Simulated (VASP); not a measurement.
Input of a VASP 6.6.1 run:

File INCAR:

```
PREC     = Accurate       # precision mode
ENCUT    = 520            # plane-wave cutoff, eV
EDIFF    = 1E-6           # SCF threshold, eV
ISMEAR   = -1             # smearing method
SIGMA    = 0.1            # smearing width, eV
LREAL    = F              # projectors in reciprocal space
LASPH    = T              # aspherical terms in the spheres
NELM     = 80             # most SCF steps
ALGO     = Normal         # electronic algorithm
ISIF     = 2              # what is computed and relaxed
LWAVE    = F              # write WAVECAR
LCHARG   = F              # write CHGCAR
NBANDS   = 48             # bands
```

KPOINTS

```
Automatic mesh
0
Gamma
  4 4 4
```

Contents of POSCAR:

```
GeOs3
1.0
    5.3271592400      0.0000000000      0.0000000000
    0.0000000000      4.2826378300      0.0000000000
    0.0000000000      0.0000000000      4.5066773400
Ge Os
2 6
Direct
    0.0000000000      0.0000000000      0.3300000000
    0.5000000000      0.5000000000      0.6700000000
    0.2500000000      0.0000000000      0.8330000000
    0.7500000000      0.0000000000      0.8330000000
    0.7500000000      0.5000000000      0.1670000000
    0.2500000000      0.5000000000      0.1670000000
    0.0000000000      0.5000000000      0.6700000000
    0.5000000000      0.0000000000      0.3300000000
```

Potentials or basis: VASP PAW LDA potentials, release 64 (Ge_d, Os).

Run with:

```sh
$ cat potpaw_LDA.64/Ge_d/POTCAR potpaw_LDA.64/Os/POTCAR > POTCAR
$ mpirun -np 1 vasp_std > vasp.out
```

Task: Estimate the largest force.

Result: 0.850 eV/Å.

Task: What does it give for the pressure?

Result: 31.7 GPa.

Task: What does it give for the band gap on the k mesh?

Result: Zero (bands 38 and 39 overlap by 0.25 eV).

Forces in eV/Å, atoms in the order of the input:
```
Ge   0.000  0.000  0.341
Ge   0.000  0.000 -0.341
Os   0.399  0.000  0.407
Os  -0.399  0.000  0.407
Os   0.399  0.000 -0.407
Os  -0.399  0.000 -0.407
Os   0.000  0.000 -0.850
Os   0.000  0.000  0.850
```

Caveat: the k points lie up to 0.37 Å⁻¹ apart; spin-orbit coupling is left out, which moves the levels of the heavy elements.
